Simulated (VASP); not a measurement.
Write the native input for VASP 6.6.1 that does the following.

```
Task                   : single point
Functional             : PBE
Potentials or basis    : VASP PAW PBE potentials, release 64 (B, Ru_pv)
Cutoff                 : 520 eV
k mesh                 : 12 × 12 × 12
Occupations            : gaussian, width 0.1 eV
Spin                   : no spin polarisation
Dipole correction      : no
Further INCAR settings : ALGO = Normal; EDIFF = 1e-06; NBANDS = 21
```

The structure of B4Ru lies in POSCAR:

```
B4Ru
1.0
    3.4619277694      0.0000000000      0.0000000000
    0.0000000000      3.4619277694      0.0000000000
    0.0000000000      0.0000000000      3.4619277694
B Ru
4 1
Direct
    0.0000000000      0.0000000000      0.0000000000
    0.5000000000      0.0000000000      0.0000000000
    0.0000000000      0.5000000000      0.0000000000
    0.0000000000      0.0000000000      0.5000000000
    0.5000000000      0.5000000000      0.5000000000
```

The input as run:

INCAR

```
  PREC = Accurate
  ENCUT = 520
  EDIFF = 1E-6
  ISMEAR = 0
  SIGMA = 0.1
  LREAL = F
  LASPH = T
  NELM = 80
  ALGO = Normal
  ISIF = 2
  LWAVE = F
  LCHARG = F
  GGA = PE
  NBANDS = 21
```

KPOINTS

```
Automatic mesh
0
Gamma
  12 12 12
```

Potentials or basis: VASP PAW PBE potentials, release 64 (B, Ru_pv).

The run is started by

```sh
$ cat potpaw_PBE.64/B/POTCAR potpaw_PBE.64/Ru_pv/POTCAR > POTCAR
$ mpirun -np 1 vasp_std > vasp.out
```

Results of the run:

```json
{"Pressure": "0.0 GPa", "Band gap on the k mesh": "zero (band 13 reaches 10.37 eV, above the bottom of band 14 at 8.78 eV)"}
```

Wall time 70 s on 1 thread of Intel(R) Xeon(R) Platinum 8259CL CPU @ 2.50GHz (Skylake/Cascade Lake), on a shared host, peak memory 0.2 GiB.
